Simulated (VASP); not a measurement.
Write the native input for VASP 6.6.1 that does the following.

```
Task                               : single point
Functional                         : HSE06
Potentials or basis                : VASP PAW PBE potentials, release 64 (Li_sv, Cl)
Cutoff                             : 520 eV
k mesh                             : 6 × 6 × 6
Occupations                        : gaussian, width 0.01 eV
Spin                               : no spin polarisation
Dipole correction                  : no
Grid for exact exchange (PRECFOCK) : Normal
Further INCAR settings             : ALGO = Normal; EDIFF = 1e-06; NBANDS = 12
Share of exact exchange            : 0.25
Screening parameter                : 0.2079 1/Å
```

The system is LiCl.

```
Li Cl
1.0
     0.00000    2.73304    2.73304
     2.66034    0.00000    2.73304
     2.66034    2.73304    0.00000
Li Cl
1 1
Direct
  0.00000 0.00000 0.00000
  0.25000 0.25000 0.25000
```

This cell differs from its parent crystal: uniaxial x strain -2.7%.

These files were run (other wordings do the same):

POSCAR

```
LiCl
1.0
    0.0000000000      2.7330425439      2.7330425439
    2.6603436122      0.0000000000      2.7330425439
    2.6603436122      2.7330425439      0.0000000000
Li Cl
1 1
Direct
    0.0000000000      0.0000000000      0.0000000000
    0.2500000000      0.2500000000      0.2500000000
```

INCAR.step1

```
SYSTEM = LiCl
  ALGO = Normal
  EDIFF = 1E-5
  ENCUT = 520
  GGA = PE
  ISIF = 2
  ISMEAR = 0
  LASPH = .True.
  LCHARG = .False.
  LREAL = .False.
  LWAVE = .True.
  NBANDS = 12
  NELM = 100
  PREC = Accurate
  SIGMA = 0.01
```

INCAR.step2

```
SYSTEM = LiCl
  ALGO = Normal
  EDIFF = 1E-6
  ENCUT = 520
  GGA = PE
  HFSCREEN = 0.2079
  ISIF = 2
  ISMEAR = 0
  ISTART = 1
  LASPH = .True.
  LCHARG = .False.
  LHFCALC = .True.
  LREAL = .False.
  LWAVE = .False.
  NBANDS = 12
  NELM = 100
  PREC = Accurate
  PRECFOCK = Normal
  SIGMA = 0.01
```

KPOINTS

```
k-points
0
Gamma
  6 6 6
  0 0 0
```

Potentials or basis: VASP PAW PBE potentials, release 64 (Li_sv, Cl).

Command:

```console
$ cat potpaw_PBE.64/Li_sv/POTCAR potpaw_PBE.64/Cl/POTCAR > POTCAR
$ cp INCAR.step1 INCAR
$ mpirun -np 1 vasp_std > vasp.out
$ cp INCAR.step2 INCAR
$ mpirun -np 1 vasp_std > vasp.out
```

Results of the run:

```yaml
Band_gap_on_the_k_mesh: 7.45 eV
```

Caveat: the cell differs from its parent crystal (uniaxial x strain -2.7%); the structure was generated, so it needn't be the stable form of LiCl.

It took 14 min on 1 thread of Intel(R) Xeon(R) Platinum 8375C CPU @ 2.90GHz (Ice Lake) (shared host), peak memory 0.28 GiB.
